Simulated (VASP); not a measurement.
MgZnTe2: single point with PBE

The system is MgZnTe2.

```
Mg Te Zn
1.0
     4.43271    0.00000    0.00000
     0.00000    4.43271    0.00000
     0.00000    0.00000    6.34199
Mg Te Zn
1 2 1
Cartesian
  0.0000 0.0000 0.0000
  0.0000 2.2164 1.6803
  2.2164 0.0000 4.6617
  2.2164 2.2164 3.1710
```

```yaml
Program: VASP 6.6.1
Task: single point
Functional: PBE
Potentials_or_basis: VASP PAW PBE potentials, release 64 (Mg, Te, Zn)
Cutoff: 520 eV
k_mesh: 4 × 4 × 2
Occupations: gaussian, width 0.01 eV
Spin: no spin polarisation
Dipole_correction: no
Further_INCAR_settings: ALGO = Normal; EDIFF = 1e-06; NBANDS = 21
```

| Item | Value |
| --- | --- |
| Pressure | 1.1 GPa |
| Largest force | 0.059 eV/Å |
| Band gap on the k mesh | 1.56 eV, direct |

Forces on the atoms (eV/Å):
```
Mg   0.000  0.000  0.000
Te   0.000  0.000 -0.059
Te   0.000  0.000  0.059
Zn   0.000  0.000  0.000
```

Stress tensor (GPa, compression positive):
```
1.25 0.00 0.00
0.00 1.25 0.00
0.00 0.00 0.95
```

Levels at points of the mesh, in eV from the valence-band top:
| k point | band 11 | band 12 | band 13 | band 14 | band 15 | band 16 |
| --- | --- | --- | --- | --- | --- | --- |
| (0.00, 0.00, 0.00) | -0.03 | 0.00 | 0.00 | 1.56 | 2.61 | 3.13 |
| (0.50, 0.00, 0.00) | -1.86 | -0.73 | -0.58 | 3.17 | 4.31 | 5.47 |
| (0.50, 0.50, 0.00) | -1.68 | -1.68 | -1.56 | 2.46 | 2.62 | 2.62 |
| (0.00, 0.00, 0.50) | -1.23 | -0.66 | -0.66 | 2.84 | 3.46 | 3.87 |
| (0.50, 0.00, 0.50) | -0.69 | -0.60 | -0.56 | 1.88 | 3.10 | 5.09 |
| (0.50, 0.50, 0.50) | -2.27 | -1.99 | -1.99 | 4.59 | 4.59 | 4.64 |

Wall time 35 s on 1 thread of Intel Xeon 6975P-C, on a shared host, peak memory 0.25 GiB.

Caveat: the k points lie up to 0.50 Å⁻¹ apart; spin-orbit coupling is left out, which moves the levels of the heavy elements. A k mesh can miss the band edges.
